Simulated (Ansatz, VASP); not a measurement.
## RbMgSbO3: VASP beside Ansatz

POSCAR

```
RbMgSbO3
1.0
    3.1223702678      1.8027013146      4.0186607574
   -3.1223702678      1.8027013146      4.0186607574
    0.0000000000     -3.6054026292      4.0186607574
Rb Mg Sb O
1 1 1 3
Direct
    0.8779837598      0.8779837598      0.8779837598
    0.3319735932      0.3319735932      0.3319735932
    0.5754906610      0.5754906610      0.5754906610
    0.4945870290      0.4945870290      0.9658740480
    0.9658740480      0.4945870290      0.4945870290
    0.4945870290      0.9658740480      0.4945870290
```

The input INCAR.step1:

```
PREC     = Accurate       # precision mode
ENCUT    = 520            # plane-wave cutoff, eV
ISMEAR   = 0              # smearing method
SIGMA    = 0.05           # smearing width, eV
LREAL    = False          # projectors in reciprocal space
LASPH    = True           # aspherical terms in the spheres
NELM     = 60             # most SCF steps
NBANDS   = 26             # bands
GGA      = PE             # functional
ALGO     = Normal         # electronic algorithm
EDIFF    = 1E-4           # SCF threshold, eV
LWAVE    = True           # write WAVECAR
LCHARG   = False          # write CHGCAR
```

INCAR.step2

```
PREC     = Accurate       # precision mode
ENCUT    = 520            # plane-wave cutoff, eV
EDIFF    = 1E-6           # SCF threshold, eV
ISMEAR   = 0              # smearing method
SIGMA    = 0.05           # smearing width, eV
LREAL    = False          # projectors in reciprocal space
LASPH    = True           # aspherical terms in the spheres
NELM     = 60             # most SCF steps
ALGO     = Normal         # electronic algorithm
ISIF     = 2              # what is computed and relaxed
LWAVE    = False          # write WAVECAR
LCHARG   = False          # write CHGCAR
METAGGA  = R2SCAN         # meta-GGA
LMIXTAU  = True         
NBANDS   = 26             # bands
ISTART   = 1
```

Contents of KPOINTS:

```
Automatic mesh
0
Gamma
  6 6 6
```

Input for Ansatz:

```yaml
crystal:
  lattice:
    - [3.1223702678, 1.8027013146, 4.0186607574]
    - [-3.1223702678, 1.8027013146, 4.0186607574]
    - [0.0, -3.6054026292, 4.0186607574]
  atoms:
    - { symbol: Rb, position: [0.8779837598, 0.8779837598, 0.8779837598] }
    - { symbol: Mg, position: [0.3319735932, 0.3319735932, 0.3319735932] }
    - { symbol: Sb, position: [0.575490661, 0.575490661, 0.575490661] }
    - { symbol: O, position: [0.494587029, 0.494587029, 0.965874048] }
    - { symbol: O, position: [0.965874048, 0.494587029, 0.494587029] }
    - { symbol: O, position: [0.494587029, 0.965874048, 0.494587029] }
basis:
  ecutwfc: 500
kpoints:
  mp_grid: { grid: [6, 6, 6] }
hamiltonian:
  xc: r2scan
scf:
  occupations: { method: gaussian, width: 0.05 }
output:
  forces: true
  stress: true
  eigenvalues: true
```

Change from the starting cell: strain +0.0100 x Voigt [1, 1, 0, 0, 0, 0], atoms carried along.

Alike in both runs: task single point; functional r2SCAN; k mesh 6 × 6 × 6; occupations gaussian, width 0.05 eV; no spin polarisation.

|  | VASP | Ansatz |
| --- | --- | --- |
| version | VASP 6.6.1 | Ansatz 0.2.0 |
| potentials or method | VASP PAW PBE potentials, release 64 (Rb_sv, Mg, Sb, O), cutoff 520 eV | scalar-relativistic, plane waves, PAW |
| valence electrons in the cell | 34 | 52 |

VASP gave:

```
gap on the k mesh at the Fermi level (eV)                     : 3.55
least direct gap on the mesh (eV)                             : 3.55
pressure (GPa)                                                : -1.5
traceless stress, the component that is largest in VASP (GPa) : 0.99
rms of the force components (eV/Å)                            : 0.062
```

What did Ansatz give for the same quantities?

gap on the k mesh at the Fermi level (eV): 3.57; least direct gap on the mesh (eV): 3.57; pressure (GPa): -1.6; traceless stress, the component that is largest in VASP (GPa): 1.01; rms of the force components (eV/Å): 0.119.

VASP's potentials were made for PBE, not for r2SCAN. Atom by atom the forces differ by 0.070 eV/Å (rms over components). With one functional, cell and mesh, what is left measures potentials, basis and numerics. VASP's potentials hold 34 valence electrons a cell and Ansatz's 52, so a difference there can come from the potentials and not from the codes.

Spin-orbit coupling is off throughout.
